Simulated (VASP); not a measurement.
# AlN (I4/mmm) in VASP: a series of runs, part 3 of 3

VASP 6.6.1.

**5. Single point, PBEsol (strain +0.0350 x Voigt [0, 0, 1, 0, 0, 0])**

The input, INCAR:

```
PREC = Accurate
ENCUT = 520
EDIFF = 1E-6
ISMEAR = 0
SIGMA = 0.05
LREAL = F
LASPH = T
NELM = 60
ALGO = Normal
ISIF = 2
LWAVE = F
LCHARG = F
GGA = PS
NBANDS = 11
```

The input, KPOINTS:

```
Automatic mesh
0
Gamma
  10 10 10
```

The input, POSCAR:

```
AlN
1.0
    0.0000000000      2.0345180000      2.1057261300
    2.0345180000      0.0000000000      2.1057261300
    2.0345180000      2.0345180000      0.0000000000
Al N
1 1
Direct
    0.5000000000      0.5000000000      0.5000000000
    0.0000000000      0.0000000000      0.0000000000
```

Potentials or basis: VASP PAW PBE potentials, release 64 (Al, N).

On the command line:

```bash
$ cat potpaw_PBE.64/Al/POTCAR potpaw_PBE.64/N/POTCAR > POTCAR
$ mpirun -np 1 vasp_std > vasp.out
```

OUTCAR:

```text
PREC = Accurate
   ENCUT = 520
   EDIFF = 1E-6
   ISMEAR = 0
   LREAL = F
   LASPH = T
   NELM = 60
   ISIF = 2
   GGA = PS

 ion  position               nearest neighbor table
   1  0.500  0.500  0.500-   2 2.03   2 2.03   2 2.03   2 2.03   2 2.11   2 2.11
   2  0.000  0.000  0.000-   1 2.03   1 2.03   1 2.03   1 2.03   1 2.11   1 2.11

  LATTYP: Found a body centered tetragonal cell.
 ALAT       =     2.8772429485
 C/A-ratio  =     1.4637110371

  Lattice vectors:

 A1 = (  -2.0345180000,   0.0000000000,   2.1057261300)
 A2 = (   2.0345180000,   0.0000000000,   2.1057261300)
 A3 = (   0.0000000000,   2.0345180000,  -2.1057261300)

Analysis of symmetry for initial positions (statically):
=====================================================================
 Subroutine PRICEL returns:
 Original cell was already a primitive cell.

 Routine SETGRP: Setting up the symmetry group for a
 body centered tetragonal supercell.

 Subroutine GETGRP returns: Found 16 space group operations
 (whereof 16 operations were pure point group operations)
 out of a pool of 16 trial point group operations.

The static configuration has the point symmetry D_4h.

Analysis of symmetry for dynamics (positions and initial velocities):
=====================================================================
 Subroutine PRICEL returns:
 Original cell was already a primitive cell.

 Routine SETGRP: Setting up the symmetry group for a
 body centered tetragonal supercell.

 Subroutine GETGRP returns: Found 16 space group operations
 (whereof 16 operations were pure point group operations)
 out of a pool of 16 trial point group operations.

The dynamic configuration has the point symmetry D_4h.

 Subroutine INISYM returns: Found 16 space group operations
 (whereof 16 operations are pure point group operations),
 and found     1 'primitive' translations

----------------------------------------------------------------------------------------

                                     Primitive cell

  volume of cell :      17.4323

  direct lattice vectors                    reciprocal lattice vectors
     0.000000000  2.034518000  2.105726130    -0.245758455  0.245758455  0.237447782
     2.034518000  0.000000000  2.105726130     0.245758455 -0.245758455  0.237447782
     2.034518000  2.034518000  0.000000000     0.245758455  0.245758455 -0.237447782

  length of vectors
     2.928027668  2.928027668  2.877242948     0.420922660  0.420922660  0.420922660

  position of ions in fractional coordinates (direct lattice)
     0.500000000  0.500000000  0.500000000
     0.000000000  0.000000000  0.000000000

  ion indices of the primitive-cell ions
   primitive index   ion index
                 1           1
                 2           2

----------------------------------------------------------------------------------------

 KPOINTS: Automatic mesh

Automatic generation of k-mesh.
 Grid dimensions read from file:
 generate k-points for:   10   10   10

 Generating k-lattice:

  Cartesian coordinates                     Fractional coordinates (reciprocal lattice)
    -0.024575845  0.024575845  0.023744778     0.100000000 -0.000000000  0.000000000
     0.024575845 -0.024575845  0.023744778    -0.000000000  0.100000000  0.000000000
     0.024575845  0.024575845 -0.023744778     0.000000000  0.000000000  0.100000000

  Length of vectors
     0.042092266  0.042092266  0.042092266

  Shift w.r.t. Gamma in fractional coordinates (k-lattice)
     0.000000000  0.000000000  0.000000000

 Subroutine IBZKPT returns following result:
 ===========================================

 Found    102 irreducible k-points:

 Following reciprocal coordinates:
            Coordinates               Weight
  0.000000  0.000000  0.000000      1.000000
  0.100000 -0.000000  0.000000      8.000000
  0.200000 -0.000000  0.000000      8.000000
  0.300000 -0.000000  0.000000      8.000000
  0.400000  0.000000  0.000000      8.000000
  0.500000 -0.000000  0.000000      4.000000
[... 16 lines left out ...]
  0.300000  0.300000  0.000000      2.000000
  0.400000  0.300000  0.000000      8.000000
 [... further k-points ...]
   k-points           NKPTS =    102   k-points in BZ     NKDIM =    102   number of bands    NBANDS=     11
   number of dos      NEDOS =    301   number of ions     NIONS =      2
   total plane-waves  NPLWV =  13824
   dimension x,y,z NGX =    24 NGY =   24 NGZ =   24
   dimension x,y,z NGXF=    48 NGYF=   48 NGZF=   48
   ions per type =               1   1
   NGX,Y,Z   is equivalent  to a cutoff of  13.63, 13.63, 13.87 a.u.
   NGXF,Y,Z  is equivalent  to a cutoff of  27.25, 27.25, 27.73 a.u.
 SYSTEM =  unknown system
   PREC   = accura    normal or accurate (medium, high low for compatibility)
   ISTART =      0    job   : 0-new  1-cont  2-samecut
   ICHARG =      2    charge: 1-file 2-atom 10-const
   ISPIN  =      1    spin polarized calculation?
   LNONCOLLINEAR =      F non collinear calculations
   LSORBIT =      F    spin-orbit coupling
   LASPH  =      T    aspherical Exc in radial PAW
   ENCUT  =  520.0 eV  38.22 Ry    6.18 a.u.   5.44  5.44  5.35*2*pi/ulx,y,z
   NELM   =     60;   NELMIN=  2; NELMDL= -5     # of ELM steps
   EDIFF  = 0.1E-05   stopping-criterion for ELM
   LREAL  =      F    real-space projection
   EDIFFG = 0.1E-04   stopping-criterion for IOM
   NSW    =      0    number of steps for IOM
   IBRION =     -1    ionic relax: 0-MD 1-quasi-New 2-CG
   NFREE  =      0    steps in history (QN), initial steepest desc. (CG)
   ISIF   =      2    stress and relaxation
   ISYM   =      2    0-nonsym 1-usesym 2-fastsym
   POTIM  = 0.5000    time-step for ionic-motion
   TEBEG  =    0.0;   TEEND  =   0.0 temperature during run
   PSTRESS=    0.0 pullay stress
   NELECT =       8.0000    total number of electrons
   NUPDOWN=      -1.0000    fix difference up-down
   EMIN   =  10.00;   EMAX   =-10.00  energy-range for DOS
   EFERMI =   0.00;   METHOD = LEGACY
   ISMEAR =     0;   SIGMA  =   0.05  broadening in eV -4-tet -1-fermi 0-gaus
   EFERMI_NEDOS =   21; number of points for ismear=-14 and -15
   IALGO  =     38    algorithm
   IMIX   =      4    mixing-type and parameters
     AMIX     =   0.40;   BMIX     =  1.00
     AMIX_MAG =   1.60;   BMIX_MAG =  1.00
  volume/ion in A,a.u.               =       8.72        58.82
  Fermi-wavevector in a.u.,A,eV,Ry     =   1.262757  2.386265 21.695247  1.594556
  Thomas-Fermi vector in A             =   2.396149
   LORBIT       =      0    0 simple, 1 ext, 2 COOP (PROOUT), +10 PAW based schemes
   GGA     = PS    functional components
   LHFCALC =     F    Hartree Fock is set to
   AEXX    =    0.0000 exact exchange contribution
   IVDW    =     0    specifies the selected vdW correction
   LEPSILON=     F    determine dielectric tensor
   LRPA    =     F    only Hartree local field effects (RPA)
 non-spin polarized calculation
 Gauss-broadening in eV      SIGMA  =   0.05
  energy-cutoff  :      520.00
  volume of cell :       17.43
 maximum number of plane-waves:       485
 NGX is ok and might be reduce to    24
   NGX = 11   NGY = 11   NGZ = 11

 number of electron       8.0000001 magnetization

 Free energy of the ion-electron system (eV)
  ---------------------------------------------------
  ext. energy  EPLUGINS =         0.00000000
  ---------------------------------------------------
  free energy    TOTEN  =       -15.40519059 eV

  energy without entropy =      -15.40519059  energy(sigma->0) =      -15.40519059

 E-fermi :   9.5888     XC(G=0): -12.2012

 val. band max:        9.3607754266   @ k =   0.0000   0.0000   0.0000
 cond. band min:      13.1751303435   @ k =   0.5000   0.0000   0.5000
 fundamental gap:      3.8143549169
 Fermi energy:         9.5888450482

 k-point     1 :       0.0000    0.0000    0.0000
  band No.  band energies     occupation
      1      -7.8689      2.00000
      2       9.1236      2.00000
      3       9.1236      2.00000
      4       9.3608      2.00000
      5      14.1120      0.00000
      6      20.7780      0.00000
      7      21.2264      0.00000
      8      21.2264      0.00000
      9      25.9851      0.00000
     10      26.0161      0.00000
     11      26.1413      0.00000
[... 309 lines left out ...]
 k-point    24 :       0.4000    0.3000    0.0000
  band No.  band energies     occupation
      1      -5.1298      2.00000
      2       3.5223      2.00000
      3       6.5762      2.00000
      4       7.1458      2.00000
      5      15.0009      0.00000
      6      16.0726      0.00000
      7      20.5217      0.00000
      8      24.3493      0.00000
      9      24.9830      0.00000
     10      30.5468      0.00000
     11      32.9016      0.00000

 [... further k-points ...]
[... 5 lines left out ...]
  --------------------------------------------------------------------------------------
  -------------------------------------------------------------------------------------
  Total       -1.0580293     -1.0580293     -1.7754730      0.0000000     -0.0000000      0.0000000
  in kB      -97.2418765    -97.2418765   -163.1810453      0.0000000     -0.0000000      0.0000000
  external PRESSURE =    -119.2215994 kB  Pullay stress =       0.0000000 kB

 VOLUME and BASIS-vectors are now :
 -----------------------------------------------------------------------------
  energy-cutoff  :      520.00
  volume of cell :       17.43
      direct lattice vectors                 reciprocal lattice vectors
     0.000000000  2.034518000  2.105726130    -0.245758455  0.245758455  0.237447782
     2.034518000  0.000000000  2.105726130     0.245758455 -0.245758455  0.237447782
     2.034518000  2.034518000  0.000000000     0.245758455  0.245758455 -0.237447782

 POSITION                                       TOTAL-FORCE (eV/Angst)
 -----------------------------------------------------------------------------------
      2.03452      2.03452      2.10573         0.000000      0.000000      0.000000
      0.00000      0.00000      0.00000         0.000000      0.000000      0.000000
 -----------------------------------------------------------------------------------
    total drift:                                0.000000     -0.000000     -0.000000

  FREE ENERGIE OF THE ION-ELECTRON SYSTEM (eV)
  ---------------------------------------------------
  free  energy   TOTEN  =       -15.4051905921 eV

  energy  without entropy=      -15.4051905921  energy(sigma->0) =      -15.40519059
```

stdout:

```text
POSCAR found type information on POSCAR AlN
 POSCAR found :  2 types and       2 ions
 scaLAPACK will be used
 -----------------------------------------------------------------------------
|                                                                             |
|                                                                             |
|     You enforced a specific xc type in the INCAR file but a different       |
|     I HOPE YOU KNOW WHAT YOU ARE DOING!                                     |
|                                                                             |
 -----------------------------------------------------------------------------

 LDA part: xc-table for (Slater+PW92), standard interpolation
 POSCAR, INCAR and KPOINTS ok, starting setup
 FFT: planning ... GRIDC
 FFT: planning ... GRID_SOFT
 FFT: planning ... GRID
 WAVECAR not read
 entering main loop
```

It took 22 s on 1 thread of Intel Xeon 8259CL, shared host; peak memory 0.14 GiB.

Results:

| Property | Result |
| --- | --- |
| Free energy | -15.4052 eV |
| Pressure | -11.9 GPa |
| Band gap on the k mesh | 3.81 eV, indirect (least direct gap 4.75 eV) |

Stress tensor (GPa, compression positive):
```
 -9.72   0.00   0.00
  0.00  -9.72   0.00
  0.00   0.00 -16.32
```

Caveat: the cell differs from its parent crystal (strain +0.0350 x Voigt [0, 0, 1, 0, 0, 0]); the PAW data sets were made with another functional, which shifts forces and pressure a little.

**6. The runs side by side**

```csv
cell,gap on the mesh (eV),pressure (GPa)
"a = 2.863, b = 2.863, c = 2.877 Å, angles 59.8, 59.8, 60.3°, 2 atoms",4.38,-2.0
"a = 2.921, b = 2.921, c = 2.877 Å, angles 60.5, 60.5, 59.0°, 2 atoms",3.89,-11.0
"a = 2.935, b = 2.935, c = 2.877 Å, angles 60.7, 60.7, 58.7°, 2 atoms",3.74,-12.8
"a = 2.928, b = 2.928, c = 2.877 Å, angles 60.6, 60.6, 58.9°, 2 atoms",3.81,-11.9
```

Alike in all rows: task single point; level PBEsol; potentials or basis VASP PAW PBE potentials, release 64 (Al, N); no spin polarisation; k mesh 10 × 10 × 10; cutoff (eV) 520; smearing gaussian 0.05 eV.

Caveats: the PAW data sets were made with another functional, which shifts forces and pressure a little.

Total energies depend on the potentials used, so only differences within one code and one set of settings carry meaning.
